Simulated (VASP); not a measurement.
# AlCl3 in VASP: notebook

AlCl3 is run at these levels: RPBE, PBE+D3(BJ), LDA, PBEsol; tasks: single point.

All numbers are computed with VASP 6.6.1; they aren't measurements. Logs are shortened: lines on timing, memory, paths and dates and some standing lists are left out, and cuts for length are marked.

## Step 1: The cell of the first run

The cell holds a molecule in a box, 4 atoms: a = 13.592 Å, b = 14.092 Å, c = 14.592 Å, α = 90.00°, β = 90.00°, γ = 90.00°.

## Step 2: Single point, RPBE

INCAR reads:

```
SYSTEM = AlCl3
ALGO = Normal
EDIFF = 1E-6
ENCUT = 400
GGA = RP
GGA_COMPAT = .FALSE.
ISIF = 2
ISMEAR = 0
LASPH = .TRUE.
LCHARG = .FALSE.
LREAL = .FALSE.
LWAVE = .FALSE.
NBANDS = 20
NELM = 120
NELMDL = -8
PREC = Accurate
SIGMA = 0.005
```

KPOINTS reads:

```
k-points
0
G
  1 1 1
  0 0 0
```

POSCAR reads:

```
AlCl3
1.0
   13.5921454378      0.0000000000      0.0000000000
    0.0000000000     14.0921454378      0.0000000000
    0.0000000000      0.0000000000     14.5921454378
Al Cl
1 3
Direct
    0.5029591600      0.5047498900      0.5006993200
    0.4104941600      0.4307549400      0.5890134800
    0.5360619200      0.4491754900      0.3722766200
    0.5623275600      0.6343240200      0.5407912200
```

Potentials or basis: VASP PAW PBE potentials, release 64 (Al, Cl).

Run with:

```sh
$ cat potpaw_PBE.64/Al/POTCAR potpaw_PBE.64/Cl/POTCAR > POTCAR
$ mpirun -np 1 vasp_gam > vasp.out
```

OUTCAR:

```text
SYSTEM = AlCl3
   EDIFF = 1E-6
   ENCUT = 400
   GGA = RP
   ISIF = 2
   ISMEAR = 0
   LASPH = .TRUE.
   LREAL = .FALSE.
   NELM = 120
   NELMDL = -8
   PREC = Accurate

 ion  position               nearest neighbor table
   1  0.503  0.505  0.501-   3 2.08   2 2.08   4 2.08
   2  0.410  0.431  0.589-   1 2.08
   3  0.536  0.449  0.372-   1 2.08
   4  0.562  0.634  0.541-   1 2.08

  LATTYP: Found a simple orthorhombic cell.
 ALAT       =    13.5921454378
 B/A-ratio  =     1.0367859513
 C/A-ratio  =     1.0735719026

  Lattice vectors:

 A1 = (  13.5921454378,   0.0000000000,   0.0000000000)
 A2 = (   0.0000000000,  14.0921454378,   0.0000000000)
 A3 = (   0.0000000000,   0.0000000000,  14.5921454378)

Analysis of symmetry for initial positions (statically):
=====================================================================
 Subroutine PRICEL returns:
 Original cell was already a primitive cell.

 Routine SETGRP: Setting up the symmetry group for a
 simple orthorhombic supercell.

 Subroutine GETGRP returns: Found  1 space group operations
 (whereof  1 operations were pure point group operations)
 out of a pool of  8 trial point group operations.

The static configuration has the point symmetry C_1 .

Analysis of symmetry for dynamics (positions and initial velocities):
=====================================================================
 Subroutine PRICEL returns:
 Original cell was already a primitive cell.

 Routine SETGRP: Setting up the symmetry group for a
 simple orthorhombic supercell.

 Subroutine GETGRP returns: Found  1 space group operations
 (whereof  1 operations were pure point group operations)
 out of a pool of  8 trial point group operations.

The dynamic configuration has the point symmetry C_1 .

 Subroutine INISYM returns: Found  1 space group operations
 (whereof  1 operations are pure point group operations),
 and found     1 'primitive' translations

----------------------------------------------------------------------------------------

                                     Primitive cell

  volume of cell :    2795.0159

  direct lattice vectors                    reciprocal lattice vectors
    13.592145438  0.000000000  0.000000000     0.073571903  0.000000000  0.000000000
     0.000000000 14.092145438  0.000000000     0.000000000  0.070961516  0.000000000
     0.000000000  0.000000000 14.592145438     0.000000000  0.000000000  0.068530019

  length of vectors
    13.592145438 14.092145438 14.592145438     0.073571903  0.070961516  0.068530019

  position of ions in fractional coordinates (direct lattice)
     0.502959160  0.504749890  0.500699320
     0.410494160  0.430754940  0.589013480
     0.536061920  0.449175490  0.372276620
     0.562327560  0.634324020  0.540791220

  ion indices of the primitive-cell ions
   primitive index   ion index
                 1           1
                 2           2
                 3           3
                 4           4

----------------------------------------------------------------------------------------

 KPOINTS: k-points

Automatic generation of k-mesh.
 Grid dimensions read from file:
 generate k-points for:    1    1    1

 Generating k-lattice:

  Cartesian coordinates                     Fractional coordinates (reciprocal lattice)
     0.073571903  0.000000000  0.000000000     1.000000000  0.000000000  0.000000000
     0.000000000  0.070961516  0.000000000     0.000000000  1.000000000  0.000000000
     0.000000000  0.000000000  0.068530019     0.000000000  0.000000000  1.000000000

  Length of vectors
     0.073571903  0.070961516  0.068530019

  Shift w.r.t. Gamma in fractional coordinates (k-lattice)
     0.000000000  0.000000000  0.000000000

 Subroutine IBZKPT returns following result:
 ===========================================

 Found      1 irreducible k-points:

 Following reciprocal coordinates:
            Coordinates               Weight
  0.000000  0.000000  0.000000      1.000000
   k-points           NKPTS =      1   k-points in BZ     NKDIM =      1   number of bands    NBANDS=     20
   number of dos      NEDOS =    301   number of ions     NIONS =      4
   total plane-waves  NPLWV = 829440
   dimension x,y,z NGX =    90 NGY =   96 NGZ =   96
   dimension x,y,z NGXF=   180 NGYF=  192 NGZF=  192
   ions per type =               1   3
   NGX,Y,Z   is equivalent  to a cutoff of  11.01, 11.33, 10.94 a.u.
   NGXF,Y,Z  is equivalent  to a cutoff of  22.02, 22.65, 21.87 a.u.
 SYSTEM =  AlCl3
   PREC   = accura    normal or accurate (medium, high low for compatibility)
   ISTART =      0    job   : 0-new  1-cont  2-samecut
   ICHARG =      2    charge: 1-file 2-atom 10-const
   ISPIN  =      1    spin polarized calculation?
   LNONCOLLINEAR =      F non collinear calculations
   LSORBIT =      F    spin-orbit coupling
   LASPH  =      T    aspherical Exc in radial PAW
   ENCUT  =  400.0 eV  29.40 Ry    5.42 a.u.  22.17 22.98 23.80*2*pi/ulx,y,z
   NELM   =    120;   NELMIN=  2; NELMDL= -8     # of ELM steps
   EDIFF  = 0.1E-05   stopping-criterion for ELM
   LREAL  =      F    real-space projection
   EDIFFG = 0.1E-04   stopping-criterion for IOM
   NSW    =      0    number of steps for IOM
   IBRION =     -1    ionic relax: 0-MD 1-quasi-New 2-CG
   NFREE  =      0    steps in history (QN), initial steepest desc. (CG)
   ISIF   =      2    stress and relaxation
   ISYM   =      2    0-nonsym 1-usesym 2-fastsym
   POTIM  = 0.5000    time-step for ionic-motion
   TEBEG  =    0.0;   TEEND  =   0.0 temperature during run
   PSTRESS=    0.0 pullay stress
   NELECT =      24.0000    total number of electrons
   NUPDOWN=      -1.0000    fix difference up-down
   EMIN   =  10.00;   EMAX   =-10.00  energy-range for DOS
   EFERMI =   0.00;   METHOD = LEGACY
   ISMEAR =     0;   SIGMA  =   0.01  broadening in eV -4-tet -1-fermi 0-gaus
   EFERMI_NEDOS =   21; number of points for ismear=-14 and -15
   IALGO  =     38    algorithm
   IMIX   =      4    mixing-type and parameters
     AMIX     =   0.40;   BMIX     =  1.00
     AMIX_MAG =   1.60;   BMIX_MAG =  1.00
  volume/ion in A,a.u.               =     698.75      4715.42
  Fermi-wavevector in a.u.,A,eV,Ry     =   0.335236  0.633504  1.529065  0.112383
  Thomas-Fermi vector in A             =   1.234608
   LORBIT       =      0    0 simple, 1 ext, 2 COOP (PROOUT), +10 PAW based schemes
   GGA     = RP    functional components
   LHFCALC =     F    Hartree Fock is set to
   AEXX    =    0.0000 exact exchange contribution
   IVDW    =     0    specifies the selected vdW correction
   LEPSILON=     F    determine dielectric tensor
   LRPA    =     F    only Hartree local field effects (RPA)
 non-spin polarized calculation
 Gauss-broadening in eV      SIGMA  =   0.01
  energy-cutoff  :      400.00
  volume of cell :     2795.02
 maximum number of plane-waves:     25350
 NGX is ok and might be reduce to    90
   NGX = 45   NGY = 45   NGZ = 47

 number of electron      24.0000000 magnetization

 Free energy of the ion-electron system (eV)
  ---------------------------------------------------
  ext. energy  EPLUGINS =         0.00000000
  ---------------------------------------------------
  free energy    TOTEN  =       -14.18892655 eV

  energy without entropy =      -14.18892655  energy(sigma->0) =      -14.18892655

 E-fermi :  -7.6437     XC(G=0):  -0.6221

 val. band max:       -7.6728641592   @ k =   0.0000   0.0000   0.0000
 cond. band min:      -1.9780094603   @ k =   0.0000   0.0000   0.0000
 fundamental gap:      5.6948546989
 Fermi energy:        -7.6437452664

 k-point     1 :       0.0000    0.0000    0.0000
  band No.  band energies     occupation
      1     -20.7851      2.00000
      2     -20.3956      2.00000
      3     -20.3950      2.00000
      4     -11.2167      2.00000
      5      -9.5830      2.00000
      6      -9.5824      2.00000
[... 12 lines left out ...]
     19       0.6496      0.00000
     20       0.7258      0.00000

------------------------ aborting loop because EDIFF is reached ----------------------------------------

  FORCE on cell =-STRESS in cart. coord.  units (eV):
  Direction    XX          YY          ZZ          XY          YZ          ZX
  --------------------------------------------------------------------------------------
  -------------------------------------------------------------------------------------
  Total        0.1463436      0.3502713      0.3884056      0.1911549      0.0940889     -0.1567918
  in kB        0.0838880      0.2007848      0.2226444      0.1095750      0.0539342     -0.0898772
  external PRESSURE =       0.1691057 kB  Pullay stress =       0.0000000 kB

 VOLUME and BASIS-vectors are now :
 -----------------------------------------------------------------------------
  energy-cutoff  :      400.00
  volume of cell :     2795.02
      direct lattice vectors                 reciprocal lattice vectors
    13.592145438  0.000000000  0.000000000     0.073571903  0.000000000  0.000000000
     0.000000000 14.092145438  0.000000000     0.000000000  0.070961516  0.000000000
     0.000000000  0.000000000 14.592145438     0.000000000  0.000000000  0.068530019

 POSITION                                       TOTAL-FORCE (eV/Angst)
 -----------------------------------------------------------------------------------
      6.83629      7.11301      7.30628         0.000318     -0.000081     -0.000560
      5.57950      6.07026      8.59497        -0.101429     -0.083235      0.103975
      7.28623      6.32985      5.43231         0.036169     -0.063602     -0.150636
      7.64324      8.93899      7.89130         0.064942      0.146918      0.047220
 -----------------------------------------------------------------------------------
    total drift:                               -0.000116      0.000956      0.000185

  FREE ENERGIE OF THE ION-ELECTRON SYSTEM (eV)
  ---------------------------------------------------
  free  energy   TOTEN  =       -14.1889265540 eV

  energy  without entropy=      -14.1889265540  energy(sigma->0) =      -14.18892655
```

It took 2.3 min on 1 thread of Intel Xeon Platinum 8375C at 2.90GHz (Ice Lake), shared host; peak memory 1.4 GiB.

What came out:

```yaml
Free_energy: -14.1889 eV
Largest_force: 0.167 eV/Å
Gap_between_the_frontier_levels: 5.69 eV
```

Forces on the atoms (eV/Å):
```
Al   0.000  0.000 -0.001
Cl  -0.101 -0.083  0.104
Cl   0.036 -0.064 -0.151
Cl   0.065  0.147  0.047
```

Levels at points of the mesh, in eV from the valence-band top:
| k point | band 10 | band 11 | band 12 | band 13 | band 14 | band 15 |
| --- | --- | --- | --- | --- | --- | --- |
| (0.00, 0.00, 0.00) | -0.45 | -0.45 | 0.00 | 5.69 | 6.07 | 7.70 |

Caveat: the PAW data sets were made with another functional, which shifts forces and pressure a little.

## Step 3: Single point, PBE+D3(BJ)

INCAR reads:

```
ALGO = Normal
EDIFF = 1E-6
ENCUT = 400
GGA = PE
GGA_COMPAT = F
ISIF = 2
ISMEAR = 0
IVDW = 12
LASPH = T
LCHARG = F
LREAL = F
LWAVE = F
NBANDS = 20
NELM = 120
NELMDL = -8
PREC = Accurate
SIGMA = 0.005
```

KPOINTS reads:

```
k-points
0
Gamma
  1 1 1
```

POSCAR is that of step 2.

Potentials or basis: VASP PAW PBE potentials, release 64 (Al, Cl).

Run with:

```sh
$ cat potpaw_PBE.64/Al/POTCAR potpaw_PBE.64/Cl/POTCAR > POTCAR
$ mpirun -np 1 vasp_gam > vasp.out
```

It took 2 min on 1 thread of Intel Xeon Platinum 8375C at 2.90GHz (Ice Lake), shared host; peak memory 1.3 GiB.

The run converged. Its results:

```yaml
Free_energy: -14.7546 eV
Largest_force: 0.031 eV/Å
Gap_between_the_frontier_levels: 5.63 eV
Dispersion_energy_per_atom: -0.031 eV
```

Forces in eV/Å, atoms in the order of the input:
```
Al   0.000  0.000 -0.001
Cl   0.019  0.016 -0.019
Cl  -0.007  0.011  0.028
Cl  -0.012 -0.028 -0.009
```

Levels at points of the mesh, in eV from the valence-band top:
```tsv
k point	band 8	band 9	band 10	band 11	band 12	band 13	band 14	band 15	band 16	band 17
(0.00, 0.00, 0.00)	-0.58	-0.58	-0.45	-0.45	0.00	5.63	5.99	7.76	8.04	8.07
```

## Step 4: Single point, LDA

INCAR reads:

```
SYSTEM = AlCl3
ALGO = Normal
EDIFF = 1E-6
ENCUT = 400
GGA_COMPAT = .False.
ISIF = 2
ISMEAR = 0
LASPH = .True.
LCHARG = .True.
LELF = .True.
LREAL = .False.
LVHAR = .True.
LWAVE = .False.
NBANDS = 20
NELM = 120
NELMDL = -8
PREC = Accurate
SIGMA = 0.005
```

KPOINTS reads:

```
k-points
0
Gamma
  1 1 1
  0 0 0
```

POSCAR is that of step 3.

Potentials or basis: VASP PAW LDA potentials, release 64 (Al, Cl).

Run with:

```sh
$ cat potpaw_LDA.64/Al/POTCAR potpaw_LDA.64/Cl/POTCAR > POTCAR
$ mpirun -np 1 vasp_gam > vasp.out
```

It took 99 s on 1 thread of Intel Xeon Platinum 8375C at 2.90GHz (Ice Lake), shared host; peak memory 0.87 GiB.

It converged, with:

| Property | Result |
| --- | --- |
| Free energy | -15.5384 eV |
| Largest force | 0.391 eV/Å |
| Gap between the frontier levels | 5.49 eV |

Forces in eV/Å, atoms in the order of the input:
```
Al   0.000  0.000 -0.001
Cl   0.236  0.196 -0.242
Cl  -0.085  0.147  0.352
Cl  -0.152 -0.344 -0.109
```

Levels at points of the mesh, in eV from the valence-band top:
| k point | band 8 | band 9 | band 10 | band 11 | band 12 | band 13 | band 14 | band 15 | band 16 | band 17 |
| --- | --- | --- | --- | --- | --- | --- | --- | --- | --- | --- |
| (0.00, 0.00, 0.00) | -0.60 | -0.60 | -0.46 | -0.46 | 0.00 | 5.49 | 5.82 | 7.88 | 8.14 | 8.15 |

## Step 5: Single point, PBEsol

INCAR reads:

```
SYSTEM = AlCl3
PREC     = Accurate       ! precision mode
ENCUT    = 400            ! plane-wave cutoff, eV
EDIFF    = 1E-6           ! SCF threshold, eV
ISMEAR   = 0              ! smearing method
SIGMA    = 0.005          ! smearing width, eV
LREAL    = .False.        ! projectors in reciprocal space
LASPH    = .True.         ! aspherical terms in the spheres
NELM     = 120            ! most SCF steps
ALGO     = Normal         ! electronic algorithm
ISIF     = 2              ! what is computed and relaxed
LWAVE    = .False.        ! write WAVECAR
LCHARG   = .False.        ! write CHGCAR
GGA      = PS             ! functional
NBANDS   = 20             ! bands
GGA_COMPAT= .False.      
NELMDL   = -8
```

KPOINTS reads:

```
regular mesh
0
Gamma
  1 1 1
  0 0 0
```

POSCAR is that of step 4.

Potentials or basis: VASP PAW PBE potentials, release 64 (Al, Cl).

Run with:

```sh
$ cat potpaw_PBE.64/Al/POTCAR potpaw_PBE.64/Cl/POTCAR > POTCAR
$ mpirun -np 1 vasp_gam > vasp.out
```

Run time: 2.2 min. Hardware: 1 thread of Intel Xeon Platinum 8375C at 2.90GHz (Ice Lake), shared host; peak memory 1.3 GiB.

It converged, with:

```
Free energy                     : -15.1406 eV
Largest force                   : 0.156 eV/Å
Gap between the frontier levels : 5.62 eV
```

Forces on the atoms (eV/Å):
```
Al   0.000  0.000 -0.001
Cl   0.094  0.079 -0.097
Cl  -0.034  0.058  0.141
Cl  -0.061 -0.137 -0.044
```

Levels at points of the mesh, in eV from the valence-band top:
| k point | band 10 | band 11 | band 12 | band 13 | band 14 | band 15 |
| --- | --- | --- | --- | --- | --- | --- |
| (0.00, 0.00, 0.00) | -0.46 | -0.46 | 0.00 | 5.62 | 5.95 | 7.77 |

Caveat: the PAW data sets were made with another functional, which shifts forces and pressure a little.

## Step 6: Summary

| level | potentials or basis | gap on the mesh (eV) | largest force (eV/Å) |
| --- | --- | --- | --- |
| RPBE | VASP PAW PBE potentials, release 64 (Al, Cl) | 5.69 | 0.17 |
| PBE+D3(BJ) | VASP PAW PBE potentials, release 64 (Al, Cl) | 5.63 | 0.03 |
| LDA | VASP PAW LDA potentials, release 64 (Al, Cl) | 5.49 | 0.39 |
| PBEsol | VASP PAW PBE potentials, release 64 (Al, Cl) | 5.62 | 0.16 |

Alike in all rows: task single point; no spin polarisation; cell as given; k mesh 1 × 1 × 1; cutoff (eV) 400; smearing gaussian 0.005 eV.

Caveats: the PAW data sets were made with another functional, which shifts forces and pressure a little (at least some runs).

Total energies depend on the potentials used, so only differences within one code and one set of settings carry meaning.
